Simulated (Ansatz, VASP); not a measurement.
## Al6Pt in VASP and in Ansatz

```
CELL_PARAMETERS angstrom
-3.56195 3.56195 3.56195
3.56195 -3.56195 3.56195
3.56195 3.56195 -3.56195
ATOMIC_POSITIONS crystal
Al 0.66765 0.66765 0.00000
Al 0.33235 0.33235 0.00000
Al 0.00000 0.33235 0.33235
Al 0.00000 0.66765 0.66765
Al 0.66765 0.00000 0.66765
Al 0.33235 0.00000 0.33235
Pt 0.00000 0.00000 0.00000
```

Change from the starting cell: species swapped into the SF6 type (Im-3m, No. 229).

Alike in both runs: functional PBE; k mesh 4 × 4 × 4; occupations gaussian, width 0.1 eV; no spin polarisation.

Ansatz relaxed the structure, and its values are those at the end. VASP's run is a single point on that final structure, the one shown.

|  | VASP | Ansatz |
| --- | --- | --- |
| version | VASP 6.6.1 | Ansatz 0.2.0 |
| potentials or method | VASP PAW PBE potentials, release 64 (Al, Pt), cutoff 520 eV | scalar-relativistic, plane waves, PAW |
| valence electrons in the cell | 28 | 36 |

```tsv
	VASP	Ansatz	Ansatz less VASP
gap on the k mesh at the Fermi level (eV)	none	none	-
pressure (GPa)	0.0	0.1	+0.07
rms of the force components (eV/Å)	0.017	0.011	-0.0060
```

A gap of «none» marks a metal or a gap that the smearing closes. VASP's potentials hold 28 valence electrons a cell and Ansatz's 36, so a difference there can come from the potentials and not from the codes.

Spin-orbit coupling is off throughout.
